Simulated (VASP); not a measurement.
NiPt3:

```
Ni Pt
1.0
     3.85504    0.00000    0.00000
     0.00000    7.71007    0.00000
     0.00000    0.00000    3.85504
Ni Pt
2 6
Direct
  0.00000 0.00000 0.00000
  0.00000 0.50000 0.00000
  0.00000 0.25000 0.50000
  0.50000 0.00000 0.50000
  0.50000 0.25000 0.00000
  0.00000 0.75000 0.50000
  0.50000 0.50000 0.50000
  0.50000 0.75000 0.00000
```

Base run:

```yaml
Program: VASP 6.6.1
Functional: PBEsol
Potentials_or_basis: VASP PAW PBE potentials, release 64 (Ni, Pt)
Cutoff: 520 eV
k_mesh: 6 × 3 × 6
Occupations: fermi-dirac, width 0.05 eV
Spin: collinear spin, ferromagnetic start
Starting_moments: "[1.2, 1.2, 0.0, 0.0, 0.0, 0.0, 0.0, 0.0] μB"
```

Its results: pressure -6.2 GPa; net moment 1.85 μB per cell; site moments Ni +0.57; Pt +0.12 μB.

**Question.** The run is repeated on the same cell with these changes: spin from collinear spin, ferromagnetic start to collinear spin, antiferromagnetic start; moments at the start from [1.2, 1.2, 0.0, 0.0, 0.0, 0.0, 0.0, 0.0] to [1.2, -1.2, 0.0, 0.0, 0.0, 0.0, 0.0, 0.0. What comes out?

**Answer.** Pressure -6.5 GPa; net moment 0.00 μB per cell; site moments Ni +0.45, -0.45; Pt +0.00, +0.06, -0.06 (each value once) μB.

Caveats: the cell stands under tension; the PAW data sets were made with another functional, which shifts forces and pressure a little.
